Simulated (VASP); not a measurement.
A run of VASP 6.6.1 is set up as follows.

The input INCAR:

```
PREC = Accurate ; ENCUT = 500
EDIFF = 1E-6 ; ISMEAR = 0
SIGMA = 0.2 ; LREAL = F
LASPH = T ; NELM = 200
ALGO = Normal ; ISIF = 2
LWAVE = F ; LCHARG = F
GGA = PE ; NBANDS = 34
GGA_COMPAT = F ; LMAXMIX = 6
```

Contents of KPOINTS:

```
regular mesh
0
Gamma
  4 4 2
```

The input POSCAR:

```
Nd2Y2Cl
1.0
    5.5863859389     -0.0000000033      0.0000000000
   -2.7931929666      4.8379521401      0.0000000000
    0.0000000000      0.0000000000      8.9485985584
Nd Y Cl
2 2 1
Direct
    0.0000000000      0.0000000000      0.8038709476
    0.0000000000      0.0000000000      0.1961290524
    0.3333333333      0.6666666667      0.0000000000
    0.6666666667      0.3333333333      0.0000000000
    0.0000000000      0.0000000000      0.5000000000
```

Potentials or basis: VASP PAW PBE potentials, release 64 (Nd_3, Y_sv, Cl), 4f in core.

Run with:

```bash
$ cat potpaw_PBE.64/Nd_3/POTCAR potpaw_PBE.64/Y_sv/POTCAR potpaw_PBE.64/Cl/POTCAR > POTCAR
$ mpirun -np 1 vasp_std > vasp.out
```

(1) What does it give for the pressure?

(2) Predict the band gap on the k mesh.

(3) Predict the largest force.

Results:

(1) 0.4 GPa.

(2) zero (an odd number of electrons rules out a gap without spin polarisation).

(3) 0.036 eV/Å.

Caveat: spin-orbit coupling is left out, which moves the levels of the heavy elements; the 4f electrons are frozen in the core, so they carry no moment and show no levels; an odd number of electrons without spin polarisation forces a metal; a magnetic or distorted state may lie lower; the run has no spin polarisation, though such a crystal can be magnetic.
